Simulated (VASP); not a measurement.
**MgO (Periclase): single point with PBE+D3(BJ)**

MgO (Periclase):

```xyz
2
Lattice="0.0000 2.1085 2.1085 2.1085 0.0000 2.1085 2.1085 2.1085 0.0000" Properties=species:S:1:pos:R:3 pbc="T T T"
Mg    0.0000    0.0000    0.0000
O     2.1085    2.1085    2.1085
```

| Property | Result |
| --- | --- |
| Program | VASP 6.6.1 |
| Task | single point |
| Functional | PBE |
| Dispersion | D3(BJ) |
| Potentials or basis | VASP PAW PBE potentials, release 64 (Mg, O) |
| Cutoff | 600 eV |
| k mesh | 5 × 5 × 5 |
| Occupations | gaussian, width 0.01 eV |
| Spin | no spin polarisation |
| Dipole correction | no |
| Further INCAR settings | ALGO = Normal; EDIFF = 1e-06; NBANDS = 11 |

* Pressure: -2.0 GPa
* Band gap on the k mesh: 4.69 eV, direct
* Dispersion energy per atom: -0.292 eV

Levels at points of the mesh, in eV from the valence-band top:
| k point | band 1 | band 2 | band 3 | band 4 | band 5 | band 6 | band 7 | band 8 |
| --- | --- | --- | --- | --- | --- | --- | --- | --- |
| (0.00, 0.00, 0.00) | -17.24 | 0.00 | 0.00 | 0.00 | 4.69 | 15.78 | 15.78 | 15.78 |

Run time: 4.9 s on 1 thread of Intel Xeon 8259CL, with other jobs on the host, peak memory 0.15 GiB.

Caveat: the k points lie up to 0.52 Å⁻¹ apart; three body term missing. PBE gaps usually lie below the measured ones, often by a third to a half.
